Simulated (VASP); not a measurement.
Runs of VASP 6.6.1 on OsC6. The structure is that of space group Fm-3m (No. 225), or close to it. The cells are those of the table. 

| task | potentials or basis | cell | k mesh | cutoff (eV) | smearing | second run | gap on the mesh (eV) | pressure (GPa) | relaxed volume (Å³/atom) | largest force (eV/Å) |
| --- | --- | --- | --- | --- | --- | --- | --- | --- | --- | --- |
| single point | VASP PAW PBE potentials, release 64 (Os_sv_GW, C) | a = 5.141 Å, angles 60.0°, 7 atoms | 4 × 4 × 4 | 600 | gaussian 0.1 eV | valence_matched | none | 170.3 | - | 35.59 |
| single point | VASP PAW PBE potentials, release 64 (Os_sv_GW, C) | a = 4.528 Å, angles 60.0°, 7 atoms | 4 × 4 × 4 | 600 | gaussian 0.1 eV | valence_matched | 0.92 | 0.0 | - | 0.09 |
| relaxation of cell and atoms | VASP PAW PBE potentials, release 64 (Os, C) | relaxed from a = 4.528 Å, angles 60.0°, 7 atoms | 8 × 8 × 8 | 600 | gaussian 0.02 eV | - | 0.96 | 0.0 | 9.40 | - |
| single point | VASP PAW PBE potentials, release 64 (Os, C) | a = 4.528 Å, angles 60.0°, 7 atoms | 4 × 4 × 4 | 520 | gaussian 0.1 eV | - | 0.95 | 1.0 | - | 0.03 |
| single point | VASP PAW PBE potentials, release 64 (Os, C) | a = 4.528 Å, angles 60.0°, 7 atoms | 6 × 6 × 6 | 520 | gaussian 0.1 eV | - | 0.96 | 0.9 | - | 0.04 |
| single point | VASP PAW PBE potentials, release 64 (Os, C) | a = 5.141 Å, angles 60.0°, 7 atoms | 4 × 4 × 4 | 520 | gaussian 0.1 eV | - | none | 193.1 | - | (a) |
| single point | VASP PAW PBE potentials, release 64 (Os, C) | a = 4.527 Å, angles 60.0°, 7 atoms | 8 × 8 × 8 | 520 | gaussian 0.02 eV | - | 0.96 | 1.0 | - | 0.03 |
| relaxation of cell and atoms | VASP PAW PBE potentials, release 64 (Os, C) | relaxed from a = 4.528 Å, angles 60.0°, 7 atoms | 6 × 6 × 6 | 600 | gaussian 0.1 eV | - | 0.96 | 0.1 | 9.40 | 0.02 |
| single point | VASP PAW PBE potentials, release 64 (Os_sv_GW, C) | a = 4.528 Å, angles 60.0°, 7 atoms | 6 × 6 × 6 | 600 | gaussian 0.1 eV | valence_matched | 0.93 | 0.0 | - | (b) |
| single point | VASP PAW PBE potentials, release 64 (Os_sv_GW, C) | a = 4.527 Å, angles 60.0°, 7 atoms | 8 × 8 × 8 | 600 | gaussian 0.02 eV | valence_matched | 0.93 | 0.1 | - | 0.09 |
| relaxation of cell and atoms | VASP PAW PBE potentials, release 64 (Os, C) | relaxed from a = 5.141 Å, angles 60.0°, 7 atoms | 4 × 4 × 4 | 600 | gaussian 0.1 eV | - | 0.95 | 0.0 | 9.40 | 0.01 |

Alike in all rows: level PBE; no spin polarisation.

Problem. Fill in the values left out.

Solution. (a) 40.17; (b) 0.10.

Caveats: some runs use coarse meshes; spin-orbit coupling is left out, which moves the levels of the heavy elements; forces of over 1 eV/Å act on the atoms, so gaps and moduli don't describe the material at rest (some runs); the volume moved by over 15 % at a fixed basis, so the end points are rough (some runs).

A k mesh can miss the band edges, and the runs leave out spin-orbit coupling on Os.

A gap of «none» marks levels without a gap at the run's occupations.

The runs don't all hold the same shells in valence.
